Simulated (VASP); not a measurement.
ZnS (rocksalt type):

```
CELL_PARAMETERS angstrom
0.00000 2.32576 2.32576
2.32576 0.00000 2.32576
2.32576 2.32576 0.00000
ATOMIC_POSITIONS crystal
Zn 0.00000 0.00000 0.00000
S 0.50000 0.50000 0.50000
```

| Property | Result |
| --- | --- |
| Program | VASP 6.6.1 |
| Task | relaxation of cell and atoms |
| Functional | PBE |
| Potentials or basis | VASP PAW PBE potentials, release 64 (Zn, S) |
| Cutoff | 600 eV |
| k mesh | 15 × 15 × 15 |
| Occupations | fermi-dirac, width 0.1 eV |
| Spin | no spin polarisation |

At the start: pressure 45.3 GPa; volume 12.58 Å³/atom.

Question: Where does the relaxation end?

Answer: Over 3 steps the energy falls by 444.8 meV/atom and the volume is 16.64 Å³/atom (+32.3 %); space group Fm-3m (No. 225, to 0.05 Å).

The path:
```
step  energy change (eV)  largest force (eV/Å)  pressure (GPa)  volume (Å³)
   1              0.0000                0.0000           45.27        25.16
   2             -0.5988                0.0000          -10.89        40.45
   3             -0.8895                0.0000            0.00        33.28
```

Final structure:
```
Zn S
1.0
     0.00000    2.55290    2.55290
     2.55290    0.00000    2.55290
     2.55290    2.55290    0.00000
Zn S
1 1
Direct
  0.00000 0.00000 0.00000
  0.50000 0.50000 0.50000
```

Caveat: the volume moved by over 15 % at a fixed basis, so the end points are rough.
